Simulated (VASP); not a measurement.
A run of VASP 6.6.1 is set up as follows.

File POSCAR:

```
CaO
1.0
    0.0000000000      2.4694766170      2.4694766170
    2.4694766170      0.0000000000      2.4694766170
    2.4694766170      2.4694766170      0.0000000000
Ca O
1 1
Direct
    0.0000000000      0.0000000000      0.0000000000
    0.5000000000      0.5000000000      0.5000000000
```

File INCAR.step1:

```
SYSTEM = CaO
PREC = Accurate
ENCUT = 520
EDIFF = 1E-5
ISMEAR = 0
SIGMA = 0.01
LREAL = .FALSE.
LASPH = .TRUE.
NELM = 60
ALGO = Normal
ISIF = 2
LWAVE = .TRUE.
GGA = PE
NBANDS = 15
```

The input INCAR.step2:

```
SYSTEM = CaO
PREC = Accurate
ENCUT = 520
EDIFF = 1E-6
ISMEAR = 0
SIGMA = 0.01
LREAL = .FALSE.
LASPH = .TRUE.
NELM = 60
ALGO = Normal
ISIF = 2
LWAVE = .FALSE.
LCHARG = .TRUE.
GGA = PE
LHFCALC = .TRUE.
HFSCREEN = 0.2079
PRECFOCK = Normal
LELF = .TRUE.
LVHAR = .TRUE.
ISTART = 1
NBANDS = 15
```

Contents of KPOINTS:

```
Automatic mesh
0
G
  6 6 6
  0 0 0
```

Potentials or basis: VASP PAW PBE potentials, release 64 (Ca_sv, O).

Run with:

```bash
$ cat potpaw_PBE.64/Ca_sv/POTCAR potpaw_PBE.64/O/POTCAR > POTCAR
$ cp INCAR.step1 INCAR
$ mpirun -np 1 vasp_std > vasp.out
$ cp INCAR.step2 INCAR
$ mpirun -np 1 vasp_std > vasp.out
```

**Question.** What does it give for the band gap on the k mesh?

**Answer.** 5.28 eV (least direct gap 5.53 eV).

**Question.** Estimate the pressure.

**Answer.** -7.8 GPa.

Caveat: the cell differs from its parent crystal (strain +3.0%); the cell stands under tension; the PAW data sets were made with another functional, which shifts forces and pressure a little. A k mesh can miss the band edges.
